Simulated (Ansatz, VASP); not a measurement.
Two plane-wave programs on LiH

POSCAR

```
LiH
1.0
    0.0000000000      2.2309268903      2.2309268903
    2.2309268903      0.0000000000      2.2309268903
    2.2309268903      2.2309268903      0.0000000000
Li H
1 1
Direct
    0.0000000000      0.0000000000      0.0000000000
    0.2500000000      0.2500000000      0.2500000000
```

File INCAR.step1:

```
SYSTEM = LiH
ALGO = Normal ; EDIFF = 1E-4
ENCUT = 520 ; GGA = PE
ISMEAR = 0 ; LASPH = .True.
LCHARG = .False. ; LREAL = .False.
LWAVE = .True. ; NBANDS = 9
NELM = 80 ; PREC = Accurate
SIGMA = 0.01
```

INCAR.step2

```
SYSTEM = LiH
ALGO = Normal ; EDIFF = 1E-7
ENCUT = 520 ; ISIF = 2
ISMEAR = 0 ; ISTART = 1
LASPH = .True. ; LCHARG = .False.
LMIXTAU = .True. ; LREAL = .False.
LWAVE = .False. ; METAGGA = R2SCAN
NBANDS = 9 ; NELM = 80
PREC = Accurate ; SIGMA = 0.01
```

Contents of KPOINTS:

```
k-points
0
Gamma
  10 10 10
  0 0 0
```

Input for Ansatz:

```yaml
crystal:
  lattice:
    - [0.0, 2.2309268903, 2.2309268903]
    - [2.2309268903, 0.0, 2.2309268903]
    - [2.2309268903, 2.2309268903, 0.0]
  atoms:
    - { symbol: Li, position: [0.0, 0.0, 0.0] }
    - { symbol: H, position: [0.25, 0.25, 0.25] }
kpoints:
  mp_grid: { grid: [10, 10, 10] }
  band_path:
    path:
      - [0.0, 0.0, 0.0]
      - [-0.5, -0.5, 0.0]
      - [-0.375, -0.375, 0.25]
      - [-0.375, 0.0, 0.375]
      - [0.0, 0.0, 0.5]
      - [-0.5, -0.25, 0.25]
      - [-0.15, -0.075, 0.425]
      - [0.25, -0.5, -0.25]
    npoints: 1
hamiltonian:
  xc: r2scan
scf:
  occupations: { method: fixed }
  n_extra_bands: 4
output:
  forces: true
  stress: true
  eigenvalues: true
  write_density: true
  write_potential: true
  elf: true
  volumetric_format: npy
```

Change from the starting cell: hydrostatic strain +4.0%.

Alike in both runs: task single point; functional r2SCAN; k mesh 10 × 10 × 10; no spin polarisation.

|  | VASP | Ansatz |
| --- | --- | --- |
| version | VASP 6.6.1 | Ansatz 0.2.0 |
| potentials or method | VASP PAW PBE potentials, release 64 (Li_sv, H) | plane waves, PAW |
| plane-wave cutoff (eV) | 520 | 500 |
| occupations | gaussian, width 0.01 eV | fixed |
| valence electrons in the cell | 4 | 4 |

|  | VASP | Ansatz | Ansatz less VASP |
| --- | --- | --- | --- |
| gap on the k mesh at the Fermi level (eV) | 4.64 | 4.57 | -0.062 |

VASP's potentials were made for PBE, not for r2SCAN.

Noted on VASP's run: the cutoff is short for stress, so the pressure is rough.
